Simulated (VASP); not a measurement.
# TePb (Fm-3m) in VASP: further runs

Runs on TePb. Level: PBE. Tasks: single point, relaxation of cell and atoms.

Program: VASP 6.6.1. These are calculated values, not measurements. Logs are shortened: lines on timing, memory, paths and dates and some standing lists are left out, and cuts for length are marked.

### Step 1. The cell of the first run

The structure is cubic, space group Fm-3m (No. 225). Conventional cell: a = 6.570 Å, b = 6.570 Å, c = 6.570 Å, α = 90.00°, β = 90.00°, γ = 90.00°. Within 4.3 Å of Te (site symmetry m-3m) lie 6 Pb at 3.28 Å. Pb (site symmetry m-3m) has 6 Te at 3.28 Å within 4.3 Å.

### Step 2. Single point, PBE

INCAR reads:

```
SYSTEM = TePb
  PREC = Accurate
  ENCUT = 520
  EDIFF = 1E-7
  ISMEAR = 0
  SIGMA = 0.02
  LREAL = .FALSE.
  LASPH = .TRUE.
  NELM = 80
  ALGO = Normal
  ISIF = 2
  LWAVE = .FALSE.
  LCHARG = .FALSE.
  GGA = PE
  NBANDS = 17
```

KPOINTS reads:

```
Automatic mesh
0
G
  6 6 6
  0 0 0
```

POSCAR reads:

```
TePb
1.0
    0.0000000000      3.2847785081      3.2847785081
    3.2847785081      0.0000000000      3.2847785081
    3.2847785081      3.2847785081      0.0000000000
Te Pb
1 1
Direct
    0.0000000000      0.0000000000      0.0000000000
    0.5000000000      0.5000000000      0.5000000000
```

Potentials or basis: VASP PAW PBE potentials, release 64 (Te, Pb_d).

Command:

```console
> cat potpaw_PBE.64/Te/POTCAR potpaw_PBE.64/Pb_d/POTCAR > POTCAR
> mpirun -np 1 vasp_std > vasp.out
```

OUTCAR:

```text
SYSTEM = TePb
   PREC = Accurate
   ENCUT = 520
   EDIFF = 1E-7
   ISMEAR = 0
   LREAL = .FALSE.
   LASPH = .TRUE.
   NELM = 80
   ISIF = 2
   GGA = PE

 ion  position               nearest neighbor table
   1  0.000  0.000  0.000-   2 3.28   2 3.28   2 3.28   2 3.28   2 3.28   2 3.28
   2  0.500  0.500  0.500-   1 3.28   1 3.28   1 3.28   1 3.28   1 3.28   1 3.28

  LATTYP: Found a face centered cubic cell.
 ALAT       =     6.5695570162

  Lattice vectors:

 A1 = (   0.0000000000,   3.2847785081,   3.2847785081)
 A2 = (   3.2847785081,   0.0000000000,   3.2847785081)
 A3 = (   3.2847785081,   3.2847785081,   0.0000000000)

Analysis of symmetry for initial positions (statically):
=====================================================================
 Subroutine PRICEL returns:
 Original cell was already a primitive cell.

 Routine SETGRP: Setting up the symmetry group for a
 face centered cubic supercell.

 Subroutine GETGRP returns: Found 48 space group operations
 (whereof 48 operations were pure point group operations)
 out of a pool of 48 trial point group operations.

The static configuration has the point symmetry O_h .

Analysis of symmetry for dynamics (positions and initial velocities):
=====================================================================
 Subroutine PRICEL returns:
 Original cell was already a primitive cell.

 Routine SETGRP: Setting up the symmetry group for a
 face centered cubic supercell.

 Subroutine GETGRP returns: Found 48 space group operations
 (whereof 48 operations were pure point group operations)
 out of a pool of 48 trial point group operations.

The dynamic configuration has the point symmetry O_h .

 Subroutine INISYM returns: Found 48 space group operations
 (whereof 48 operations are pure point group operations),
 and found     1 'primitive' translations

----------------------------------------------------------------------------------------

                                     Primitive cell

  volume of cell :      70.8840

  direct lattice vectors                    reciprocal lattice vectors
     0.000000000  3.284778508  3.284778508    -0.152217265  0.152217265  0.152217265
     3.284778508  0.000000000  3.284778508     0.152217265 -0.152217265  0.152217265
     3.284778508  3.284778508  0.000000000     0.152217265  0.152217265 -0.152217265

  length of vectors
     4.645378316  4.645378316  4.645378316     0.263648036  0.263648036  0.263648036

  position of ions in fractional coordinates (direct lattice)
     0.000000000  0.000000000  0.000000000
     0.500000000  0.500000000  0.500000000

  ion indices of the primitive-cell ions
   primitive index   ion index
                 1           1
                 2           2

----------------------------------------------------------------------------------------

 KPOINTS: Automatic mesh

Automatic generation of k-mesh.
 Grid dimensions read from file:
 generate k-points for:    6    6    6

 Generating k-lattice:

  Cartesian coordinates                     Fractional coordinates (reciprocal lattice)
    -0.025369544  0.025369544  0.025369544     0.166666667  0.000000000  0.000000000
     0.025369544 -0.025369544  0.025369544     0.000000000  0.166666667  0.000000000
     0.025369544  0.025369544 -0.025369544     0.000000000  0.000000000  0.166666667

  Length of vectors
     0.043941339  0.043941339  0.043941339

  Shift w.r.t. Gamma in fractional coordinates (k-lattice)
     0.000000000  0.000000000  0.000000000

 Subroutine IBZKPT returns following result:
 ===========================================

 Found     16 irreducible k-points:

 Following reciprocal coordinates:
            Coordinates               Weight
  0.000000  0.000000  0.000000      1.000000
  0.166667  0.000000  0.000000      8.000000
  0.333333  0.000000  0.000000      8.000000
  0.500000  0.000000  0.000000      4.000000
  0.166667  0.166667  0.000000      6.000000
  0.333333  0.166667  0.000000     24.000000
[... 8 lines left out ...]
 -0.333333  0.333333  0.166667     24.000000
 -0.333333  0.500000  0.166667     12.000000
   k-points           NKPTS =     16   k-points in BZ     NKDIM =     16   number of bands    NBANDS=     17
   number of dos      NEDOS =    301   number of ions     NIONS =      2
   total plane-waves  NPLWV =  46656
   dimension x,y,z NGX =    36 NGY =   36 NGZ =   36
   dimension x,y,z NGXF=    72 NGYF=   72 NGZF=   72
   ions per type =               1   1
   NGX,Y,Z   is equivalent  to a cutoff of  12.88, 12.88, 12.88 a.u.
   NGXF,Y,Z  is equivalent  to a cutoff of  25.77, 25.77, 25.77 a.u.
 SYSTEM =  TePb
   PREC   = accura    normal or accurate (medium, high low for compatibility)
   ISTART =      0    job   : 0-new  1-cont  2-samecut
   ICHARG =      2    charge: 1-file 2-atom 10-const
   ISPIN  =      1    spin polarized calculation?
   LNONCOLLINEAR =      F non collinear calculations
   LSORBIT =      F    spin-orbit coupling
   LASPH  =      T    aspherical Exc in radial PAW
   ENCUT  =  520.0 eV  38.22 Ry    6.18 a.u.   8.64  8.64  8.64*2*pi/ulx,y,z
   NELM   =     80;   NELMIN=  2; NELMDL= -5     # of ELM steps
   EDIFF  = 0.1E-06   stopping-criterion for ELM
   LREAL  =      F    real-space projection
   EDIFFG = 0.1E-05   stopping-criterion for IOM
   NSW    =      0    number of steps for IOM
   IBRION =     -1    ionic relax: 0-MD 1-quasi-New 2-CG
   NFREE  =      0    steps in history (QN), initial steepest desc. (CG)
   ISIF   =      2    stress and relaxation
   ISYM   =      2    0-nonsym 1-usesym 2-fastsym
   POTIM  = 0.5000    time-step for ionic-motion
   TEBEG  =    0.0;   TEEND  =   0.0 temperature during run
   PSTRESS=    0.0 pullay stress
   NELECT =      20.0000    total number of electrons
   NUPDOWN=      -1.0000    fix difference up-down
   EMIN   =  10.00;   EMAX   =-10.00  energy-range for DOS
   EFERMI =   0.00;   METHOD = LEGACY
   ISMEAR =     0;   SIGMA  =   0.02  broadening in eV -4-tet -1-fermi 0-gaus
   EFERMI_NEDOS =   21; number of points for ismear=-14 and -15
   IALGO  =     38    algorithm
   IMIX   =      4    mixing-type and parameters
     AMIX     =   0.40;   BMIX     =  1.00
     AMIX_MAG =   1.60;   BMIX_MAG =  1.00
  volume/ion in A,a.u.               =      35.44       239.17
  Fermi-wavevector in a.u.,A,eV,Ry     =   1.073747  2.029088 15.686609  1.152933
  Thomas-Fermi vector in A             =   2.209556
   LORBIT       =      0    0 simple, 1 ext, 2 COOP (PROOUT), +10 PAW based schemes
   GGA     = PE    functional components
   LHFCALC =     F    Hartree Fock is set to
   AEXX    =    0.0000 exact exchange contribution
   IVDW    =     0    specifies the selected vdW correction
   LEPSILON=     F    determine dielectric tensor
   LRPA    =     F    only Hartree local field effects (RPA)
 non-spin polarized calculation
 Gauss-broadening in eV      SIGMA  =   0.02
  energy-cutoff  :      520.00
  volume of cell :       70.88
 maximum number of plane-waves:      1932
 NGX is ok and might be reduce to    36
   NGX = 17   NGY = 17   NGZ = 17

 number of electron      19.9999999 magnetization

 Free energy of the ion-electron system (eV)
  ---------------------------------------------------
  ext. energy  EPLUGINS =         0.00000000
  ---------------------------------------------------
  free energy    TOTEN  =        -7.52388537 eV

  energy without entropy =       -7.52388537  energy(sigma->0) =       -7.52388537

 E-fermi :   5.1530     XC(G=0):  -9.0793

 val. band max:        4.9931527708   @ k =   0.5000   0.0000   0.0000
 cond. band min:       5.8254319929   @ k =   0.5000   0.0000   0.0000
 fundamental gap:      0.8322792221
 Fermi energy:         5.1529514255

 k-point     1 :       0.0000    0.0000    0.0000
  band No.  band energies     occupation
      1     -11.6501      2.00000
      2     -11.6501      2.00000
      3     -11.6445      2.00000
      4     -11.6445      2.00000
      5     -11.6445      2.00000
      6      -6.6198      2.00000
[... 9 lines left out ...]
     16      10.9082      0.00000
     17      12.4035      0.00000

 k-point     2 :       0.1667    0.0000    0.0000
  band No.  band energies     occupation
      1     -11.6527      2.00000
      2     -11.6527      2.00000
      3     -11.6438      2.00000
      4     -11.6412      2.00000
      5     -11.6412      2.00000
      6      -6.4000      2.00000
[... 9 lines left out ...]
     16      11.3952      0.00000
     17      13.8769      0.00000

 k-point     3 :       0.3333    0.0000    0.0000
  band No.  band energies     occupation
      1     -11.6587      2.00000
      2     -11.6587      2.00000
      3     -11.6427      2.00000
      4     -11.6339      2.00000
      5     -11.6339      2.00000
      6      -5.8058      2.00000
[... 9 lines left out ...]
     16      12.7104      0.00000
     17      15.7489      0.00000

 k-point     4 :       0.5000    0.0000    0.0000
  band No.  band energies     occupation
      1     -11.6618      2.00000
      2     -11.6618      2.00000
      3     -11.6421      2.00000
      4     -11.6302      2.00000
      5     -11.6302      2.00000
      6      -5.3113      2.00000
[... 9 lines left out ...]
     16      14.2561      0.00000
     17      14.2561      0.00000
[... 183 lines left out ...]
      1     -11.6753      2.00000
      2     -11.6513      2.00000
      3     -11.6442      2.00000
      4     -11.6318      2.00000
      5     -11.6292      2.00000
      6      -5.3906      2.00000
[... 9 lines left out ...]
     16      14.0678      0.00000
     17      14.4793      0.00000

 k-point    15 :      -0.3333    0.3333    0.1667
  band No.  band energies     occupation
      1     -11.6776      2.00000
      2     -11.6535      2.00000
      3     -11.6384      2.00000
      4     -11.6366      2.00000
      5     -11.6262      2.00000
      6      -5.0601      2.00000
[... 9 lines left out ...]
     16      15.2331      0.00000
     17      15.3769      0.00000

 k-point    16 :      -0.3333    0.5000    0.1667
  band No.  band energies     occupation
      1     -11.6874      2.00000
      2     -11.6478      2.00000
      3     -11.6454      2.00000
      4     -11.6310      2.00000
      5     -11.6234      2.00000
      6      -5.0070      2.00000
[... 9 lines left out ...]
     16      15.5274      0.00000
     17      16.4118      0.00000

------------------------ aborting loop because EDIFF is reached ----------------------------------------

  FORCE on cell =-STRESS in cart. coord.  units (eV):
  Direction    XX          YY          ZZ          XY          YZ          ZX
  --------------------------------------------------------------------------------------
  -------------------------------------------------------------------------------------
  Total       -0.0179995     -0.0179995     -0.0179995     -0.0000000      0.0000000      0.0000000
  in kB       -0.4068388     -0.4068388     -0.4068388     -0.0000000      0.0000000      0.0000000
  external PRESSURE =      -0.4068388 kB  Pullay stress =       0.0000000 kB

 VOLUME and BASIS-vectors are now :
 -----------------------------------------------------------------------------
  energy-cutoff  :      520.00
  volume of cell :       70.88
      direct lattice vectors                 reciprocal lattice vectors
     0.000000000  3.284778508  3.284778508    -0.152217265  0.152217265  0.152217265
     3.284778508  0.000000000  3.284778508     0.152217265 -0.152217265  0.152217265
     3.284778508  3.284778508  0.000000000     0.152217265  0.152217265 -0.152217265

 POSITION                                       TOTAL-FORCE (eV/Angst)
 -----------------------------------------------------------------------------------
      0.00000      0.00000      0.00000         0.000000     -0.000000     -0.000000
      3.28478      3.28478      3.28478        -0.000000      0.000000      0.000000
 -----------------------------------------------------------------------------------
    total drift:                                0.000000      0.000000      0.000000

  FREE ENERGIE OF THE ION-ELECTRON SYSTEM (eV)
  ---------------------------------------------------
  free  energy   TOTEN  =        -7.5238853673 eV

  energy  without entropy=       -7.5238853673  energy(sigma->0) =       -7.52388537
```

It took 9.1 s on 1 thread of Intel Xeon 6975P-C (Granite Rapids), shared host; peak memory 0.2 GiB.

Results:

```yaml
Free_energy: -7.5239 eV
Pressure: 0.0 GPa
Band_gap_on_the_k_mesh: 0.83 eV, direct
```

Levels at points of the mesh, in eV from the valence-band top:
```tsv
k point	band 8	band 9	band 10	band 11	band 12	band 13
(0.00, 0.00, 0.00)	-1.15	-1.15	-1.15	4.03	4.03	4.03
(0.50, 0.00, 0.00)	-0.73	-0.73	0.00	0.83	1.40	1.40
(0.50, 0.50, 0.00)	-4.11	-2.51	-2.51	3.51	5.30	5.30
```

Caveat: spin-orbit coupling is left out, which moves the levels of the heavy elements.

### Step 3. Single point, PBE

INCAR reads:

```
  ALGO = Normal
  EDIFF = 1E-6
  ENCUT = 520
  GGA = PE
  ISIF = 2
  ISMEAR = 0
  LASPH = True
  LCHARG = False
  LREAL = False
  LWAVE = False
  NBANDS = 17
  NELM = 100
  PREC = Accurate
  SIGMA = 0.02
```

KPOINTS reads:

```
k-points
0
Gamma
  6 6 6
```

POSCAR is that of step 2.

Potentials or basis: VASP PAW PBE potentials, release 64 (Te, Pb_d).

Command:

```console
> cat potpaw_PBE.64/Te/POTCAR potpaw_PBE.64/Pb_d/POTCAR > POTCAR
> mpirun -np 1 vasp_std > vasp.out
```

Run time: 8.1 s. Hardware: 1 thread of Intel Xeon 6975P-C (Granite Rapids), shared host; peak memory 0.2 GiB.

Results (log left out):

| Item | Value |
| --- | --- |
| Free energy | -7.5239 eV |
| Pressure | -0.1 GPa |
| Band gap on the k mesh | 0.83 eV, direct |

Levels at points of the mesh, in eV from the valence-band top:
| k point | band 7 | band 8 | band 9 | band 10 | band 11 | band 12 | band 13 | band 14 |
| --- | --- | --- | --- | --- | --- | --- | --- | --- |
| (0.00, 0.00, 0.00) | -5.71 | -1.15 | -1.15 | -1.15 | 4.03 | 4.03 | 4.03 | 5.92 |
| (0.50, 0.00, 0.00) | -8.33 | -0.73 | -0.73 | 0.00 | 0.83 | 1.40 | 1.40 | 8.34 |
| (0.50, 0.50, 0.00) | -7.21 | -4.11 | -2.51 | -2.51 | 3.51 | 5.30 | 5.30 | 6.43 |

Caveat: spin-orbit coupling is left out, which moves the levels of the heavy elements. A k mesh can miss the band edges.

### Step 4. Relaxation of cell and atoms, PBE

This run uses another cell than the first one, of 34.99 Å³/atom, 0.987 times its volume.

INCAR reads:

```
ALGO = Normal ; EDIFF = 1E-7
EDIFFG = -0.005 ; ENCUT = 600
GGA = PE ; IBRION = 2
ISIF = 3 ; ISMEAR = 0
LASPH = True ; LCHARG = False
LREAL = False ; LWAVE = False
NELM = 60 ; NSW = 100
PREC = Accurate ; SIGMA = 0.02
```

KPOINTS is that of step 3.

POSCAR reads:

```
TePb
1.0
    0.0000000000      3.2708968051      3.2708968051
    3.2708968051      0.0000000000      3.2708968051
    3.2708968051      3.2708968051      0.0000000000
Te Pb
1 1
Direct
    0.0000000000      0.0000000000      0.0000000000
    0.5000000000      0.5000000000      0.5000000000
```

Command:

```console
> cat potpaw_PBE.64/Te/POTCAR potpaw_PBE.64/Pb_d/POTCAR > POTCAR
> mpirun -np 1 vasp_std > vasp.out
```

Wall time 22 s (1 thread of Intel Xeon 6975P-C (Granite Rapids), shared host); peak memory 0.24 GiB.

Results (log left out):

```yaml
Free_energy: -7.5238 eV
Relaxed_volume: 35.42 Å³/atom
Relaxed_cell: a = 4.645 Å, b = 4.645 Å, c = 4.645 Å, α = 60.00°, β = 60.00°, γ = 60.00°
Space_group_after_relaxing_to_0.05_Å: Fm-3m (No. 225)
Energy_gained_by_relaxing: 0.7 meV/atom
Ionic_steps: 3
Pressure_after_relaxing: 0.0 GPa
Band_gap_on_the_k_mesh: 0.83 eV, direct
```

Step by step:
```
step  energy change (eV)  largest force (eV/Å)  pressure (GPa)  volume (Å³)
   1              0.0000                0.0000            0.49        69.99
   2             -0.0012                0.0000           -0.13        71.09
   3             -0.0013                0.0000            0.00        70.85
```

Final structure:
```xyz
2
Lattice="0.0000 3.2842 3.2842 3.2842 0.0000 3.2842 3.2842 3.2842 0.0000" Properties=species:S:1:pos:R:3 pbc="T T T"
Te    0.0000    0.0000    0.0000
Pb    3.2842    3.2842    3.2842
```

Levels at points of the mesh, in eV from the valence-band top:
```
           k point  band 6  band 7  band 8  band 9  band 10  band 11  band 12  band 13  band 14
(0.00, 0.00, 0.00)  -11.62   -5.71   -1.16   -1.16    -1.16     4.03     4.03     4.03     5.91
(0.50, 0.00, 0.00)  -10.31   -8.33   -0.73   -0.73     0.00     0.83     1.39     1.39     8.34
(0.50, 0.50, 0.00)  -10.11   -7.22   -4.11   -2.52    -2.52     3.51     5.31     5.31     6.44
```

Caveat: spin-orbit coupling is left out, which moves the levels of the heavy elements. A k mesh can miss the band edges.
